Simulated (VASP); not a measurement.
# MgS (P6_3mc) in VASP: further runs, part 2 of 2

VASP 6.6.1. The steps go on from the part before.

## Step 3: Single point, r2SCAN

Contents of POSCAR:

```
MgS
1.0
    4.0286648056      0.0000000000      0.0000000000
   -2.0143324028      3.4889260650      0.0000000000
    0.0000000000      0.0000000000      6.4542161371
Mg S
2 2
Direct
    0.6666666667      0.3333333333      0.4971196667
    0.3333333333      0.6666666667      0.9971196667
    0.3333333333      0.6666666667      0.3778793333
    0.6666666667      0.3333333333      0.8778793333
```

Contents of INCAR.step1:

```
SYSTEM = MgS
  PREC = Accurate
  ENCUT = 520
  ISMEAR = 0
  SIGMA = 0.01
  LREAL = .FALSE.
  LASPH = .TRUE.
  NELM = 80
  NBANDS = 16
  GGA = PE
  ALGO = Normal
  EDIFF = 1E-4
  LWAVE = .TRUE.
  LCHARG = .FALSE.
```

Contents of INCAR.step2:

```
SYSTEM = MgS
  PREC = Accurate
  ENCUT = 520
  EDIFF = 1E-7
  ISMEAR = 0
  SIGMA = 0.01
  LREAL = .FALSE.
  LASPH = .TRUE.
  NELM = 80
  ALGO = Normal
  ISIF = 2
  LWAVE = .FALSE.
  LCHARG = .FALSE.
  METAGGA = R2SCAN
  LMIXTAU = .TRUE.
  NBANDS = 16
  ISTART = 1
```

Contents of KPOINTS:

```
regular mesh
0
G
  12 12 4
  0 0 0
```

Potentials or basis: VASP PAW PBE potentials, release 64 (Mg, S).

Run with:

```bash
$ cat potpaw_PBE.64/Mg/POTCAR potpaw_PBE.64/S/POTCAR > POTCAR
$ cp INCAR.step1 INCAR
$ mpirun -np 1 vasp_std > vasp.out
$ cp INCAR.step2 INCAR
$ mpirun -np 1 vasp_std > vasp.out
```

OUTCAR:

```text
SYSTEM = MgS
   PREC = Accurate
   ENCUT = 520
   EDIFF = 1E-7
   ISMEAR = 0
   LREAL = .FALSE.
   LASPH = .TRUE.
   NELM = 80
   ISIF = 2
   METAGGA = R2SCAN
   ISTART = 1

 ion  position               nearest neighbor table
   1  0.667  0.333  0.497-   3 2.45   3 2.45   3 2.45   4 2.46
   2  0.333  0.667  0.997-   4 2.45   4 2.45   4 2.45   3 2.46
   3  0.333  0.667  0.378-   1 2.45   1 2.45   1 2.45   2 2.46
   4  0.667  0.333  0.878-   2 2.45   2 2.45   2 2.45   1 2.46

  LATTYP: Found a hexagonal cell.
 ALAT       =     4.0286648056
 C/A-ratio  =     1.6020732547

  Lattice vectors:

 A1 = (   4.0286648056,   0.0000000000,   0.0000000000)
 A2 = (  -2.0143324028,   3.4889260650,   0.0000000000)
 A3 = (   0.0000000000,   0.0000000000,   6.4542161371)

Analysis of symmetry for initial positions (statically):
=====================================================================
 Subroutine PRICEL returns:
 Original cell was already a primitive cell.

 Routine SETGRP: Setting up the symmetry group for a
 hexagonal supercell.

 Subroutine GETGRP returns: Found 12 space group operations
 (whereof  6 operations were pure point group operations)
 out of a pool of 24 trial point group operations.

The static configuration has the point symmetry C_3v.
 The point group associated with its full space group is C_6v.

Analysis of symmetry for dynamics (positions and initial velocities):
=====================================================================
 Subroutine PRICEL returns:
 Original cell was already a primitive cell.

 Routine SETGRP: Setting up the symmetry group for a
 hexagonal supercell.

 Subroutine GETGRP returns: Found 12 space group operations
 (whereof  6 operations were pure point group operations)
 out of a pool of 24 trial point group operations.

The dynamic configuration has the point symmetry C_3v.
 The point group associated with its full space group is C_6v.

 Subroutine INISYM returns: Found 12 space group operations
 (whereof  6 operations are pure point group operations),
 and found     1 'primitive' translations

[... 121 lines left out ...]
  Thomas-Fermi vector in A             =   2.043126
   LORBIT       =      0    0 simple, 1 ext, 2 COOP (PROOUT), +10 PAW based schemes
   METAGGA = R2SCAN    functional components
   LHFCALC =     F    Hartree Fock is set to
   AEXX    =    0.0000 exact exchange contribution
   IVDW    =     0    specifies the selected vdW correction
   LEPSILON=     F    determine dielectric tensor
   LRPA    =     F    only Hartree local field effects (RPA)
 non-spin polarized calculation
 Gauss-broadening in eV      SIGMA  =   0.01
  energy-cutoff  :      520.00
  volume of cell :       90.72
 maximum number of plane-waves:      2464
 NGX is ok and might be reduce to    30
   NGX = 15   NGY = 15   NGZ = 25

 number of electron      16.0000003 magnetization

 Free energy of the ion-electron system (eV)
  ---------------------------------------------------
  ext. energy  EPLUGINS =         0.00000000
  ---------------------------------------------------
  free energy    TOTEN  =       -30.93613114 eV

  energy without entropy =      -30.93613114  energy(sigma->0) =      -30.93613114

 E-fermi :   0.9456     XC(G=0):  -8.7704

 val. band max:        0.8696092656   @ k =   0.0000   0.0000   0.0000
 cond. band min:       5.0042507384   @ k =   0.0000   0.0000   0.0000
 fundamental gap:      4.1346414727
 Fermi energy:         0.9456241942

 k-point     1 :       0.0000    0.0000    0.0000
  band No.  band energies     occupation
      1     -10.9806      2.00000
      2     -10.2422      2.00000
      3      -2.3597      2.00000
      4       0.3347      2.00000
      5       0.3347      2.00000
      6       0.7520      2.00000
[... 433 lines left out ...]
      3      -1.9137      2.00000
      4      -1.4495      2.00000
      5      -0.7858      2.00000
      6      -0.1146      2.00000
[... 8 lines left out ...]
     15      10.6384      0.00000
     16      11.6571      0.00000

 [... further k-points ...]

------------------------ aborting loop because EDIFF is reached ----------------------------------------

  FORCE on cell =-STRESS in cart. coord.  units (eV):
  Direction    XX          YY          ZZ          XY          YZ          ZX
  --------------------------------------------------------------------------------------
  -------------------------------------------------------------------------------------
  Total       -0.1632768     -0.1632768     -0.1473535      0.0000000      0.0000000     -0.0000000
  in kB       -2.8836238     -2.8836238     -2.6024026      0.0000000      0.0000000     -0.0000000
  external PRESSURE =      -2.7898834 kB  Pullay stress =       0.0000000 kB

 VOLUME and BASIS-vectors are now :
 -----------------------------------------------------------------------------
  energy-cutoff  :      520.00
  volume of cell :       90.72
      direct lattice vectors                 reciprocal lattice vectors
     4.028664806  0.000000000  0.000000000     0.248221197  0.143310575  0.000000000
    -2.014332403  3.488926065  0.000000000     0.000000000  0.286621150  0.000000000
     0.000000000  0.000000000  6.454216137     0.000000000  0.000000000  0.154937483

 POSITION                                       TOTAL-FORCE (eV/Angst)
 -----------------------------------------------------------------------------------
      2.01433      1.16298      3.20852        -0.000000      0.000000      0.003041
     -0.00000      2.32595      6.43563         0.000000     -0.000000      0.003041
     -0.00000      2.32595      2.43891         0.000000      0.000000     -0.003041
      2.01433      1.16298      5.66602         0.000000      0.000000     -0.003041
 -----------------------------------------------------------------------------------
    total drift:                               -0.000000      0.000000      0.011294

  FREE ENERGIE OF THE ION-ELECTRON SYSTEM (eV)
  ---------------------------------------------------
  free  energy   TOTEN  =       -30.9361311425 eV

  energy  without entropy=      -30.9361311425  energy(sigma->0) =      -30.93613114
```

OUTCAR.step1:

```text
SYSTEM = MgS
   PREC = Accurate
   ENCUT = 520
   ISMEAR = 0
   LREAL = .FALSE.
   LASPH = .TRUE.
   NELM = 80
[... 687 lines left out ...]
     -0.00000      2.32595      6.43563        -0.000000     -0.000000     -0.003330
     -0.00000      2.32595      2.43891        -0.000000      0.000000      0.003330
      2.01433      1.16298      5.66602         0.000000     -0.000000      0.003330
 -----------------------------------------------------------------------------------
    total drift:                               -0.000000      0.000000      0.000035

  FREE ENERGIE OF THE ION-ELECTRON SYSTEM (eV)
  ---------------------------------------------------
  free  energy   TOTEN  =       -16.9764321329 eV

  energy  without entropy=      -16.9764321329  energy(sigma->0) =      -16.97643213
```

OSZICAR.step1:

```text
N       E                     dE             d eps       ncg     rms          rms(c)
DAV:   1     0.612142409905E+02    0.61214E+02   -0.59423E+03  1824   0.805E+02
DAV:   2    -0.120675203728E+02   -0.73282E+02   -0.67247E+02  2688   0.137E+02
DAV:   3    -0.179222907263E+02   -0.58548E+01   -0.58307E+01  2424   0.416E+01
DAV:   4    -0.179918821306E+02   -0.69591E-01   -0.69578E-01  2304   0.560E+00
DAV:   5    -0.179931746322E+02   -0.12925E-02   -0.12925E-02  2416   0.774E-01    0.573E+00
DAV:   6    -0.170261640263E+02    0.96701E+00   -0.14982E+00  1968   0.564E+00    0.443E+00
DAV:   7    -0.169597525308E+02    0.66411E-01   -0.38190E-01  2272   0.288E+00    0.332E+00
DAV:   8    -0.169783436878E+02   -0.18591E-01   -0.40385E-02  2016   0.138E+00    0.220E+00
DAV:   9    -0.169758971257E+02    0.24466E-02   -0.45089E-03  2112   0.466E-01    0.486E-01
DAV:  10    -0.169763637686E+02   -0.46664E-03   -0.17736E-03  2344   0.192E-01    0.106E-01
DAV:  11    -0.169764321329E+02   -0.68364E-04   -0.17353E-04  1952   0.730E-02
   1 F= -.16976432E+02 E0= -.16976432E+02  d E =-.213175E-23
```

Wall time 2.9 min (1 thread of Intel Xeon 6975P-C (Granite Rapids), shared host); peak memory 0.25 GiB.

What came out:

```
Free energy            : -30.9361 eV
Pressure               : -0.3 GPa
Largest force          : 0.003 eV/Å
Band gap on the k mesh : 4.13 eV, direct
```

Forces on the atoms (eV/Å):
```
Mg   0.000  0.000  0.003
Mg   0.000  0.000  0.003
S    0.000  0.000 -0.003
S    0.000  0.000 -0.003
```

Caveat: the PAW data sets were made with another functional, which shifts forces and pressure a little.
